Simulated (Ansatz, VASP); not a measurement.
One calculation of Rb, two programs

INCAR

```
SYSTEM = Rb
PREC = Accurate ; ENCUT = 520
EDIFF = 1E-7 ; ISMEAR = -1
SIGMA = 0.05 ; LREAL = .False.
LASPH = .True. ; NELM = 60
ALGO = Normal ; ISIF = 2
LWAVE = .False. ; LCHARG = .True.
GGA = PE ; LELF = .True.
LVHAR = .True. ; NBANDS = 16
```

The input KPOINTS:

```
regular mesh
0
Gamma
  6 6 3
  0 0 0
```

POSCAR

```
Rb
1.0
    5.0540569069      0.0000000000      0.0000000000
   -2.5270284535      4.3769416735      0.0000000000
    0.0000000000      0.0000000000      8.3853981656
Rb
2
Direct
    0.6666666667      0.3333333333      0.7500000000
    0.3333333333      0.6666666667      0.2500000000
```

Contents of input.yaml:

```yaml
crystal:
  lattice:
    - [5.0540569069, 0.0, 0.0]
    - [-2.5270284535, 4.3769416735, 0.0]
    - [0.0, 0.0, 8.3853981656]
  atoms:
    - { symbol: Rb, position: [0.6666666667, 0.3333333333, 0.75] }
    - { symbol: Rb, position: [0.3333333333, 0.6666666667, 0.25] }
hamiltonian:
  xc: pbe
  pseudopotentials: { kind: paw }
kpoints:
  mp_grid: { grid: [6, 6, 3] }
scf:
  occupations: { method: fermi_dirac, width: 0.05 }
output:
  forces: true
  stress: true
  eigenvalues: true
```

Alike in both runs: task single point; functional PBE; k mesh 6 × 6 × 3; occupations fermi-dirac, width 0.05 eV; no spin polarisation.

|  | VASP | Ansatz |
| --- | --- | --- |
| version | VASP 6.6.1 | Ansatz 0.2.0 |
| potentials or method | VASP PAW PBE potentials, release 64 (Rb_sv) | Ansatz PAW |
| plane-wave cutoff (eV) | 520 | 420 |
| valence electrons in the cell | 18 | 18 |

|  | VASP | Ansatz | Ansatz less VASP |
| --- | --- | --- | --- |
| gap on the k mesh at the Fermi level (eV) | none | none | - |
| pressure (GPa) | 0.0 | 0.0 | 0.00 |
| traceless stress, the component that is largest in VASP (GPa) | -0.07 | -0.07 | 0.000 |

A gap of «none» marks a metal or a gap that the smearing closes.
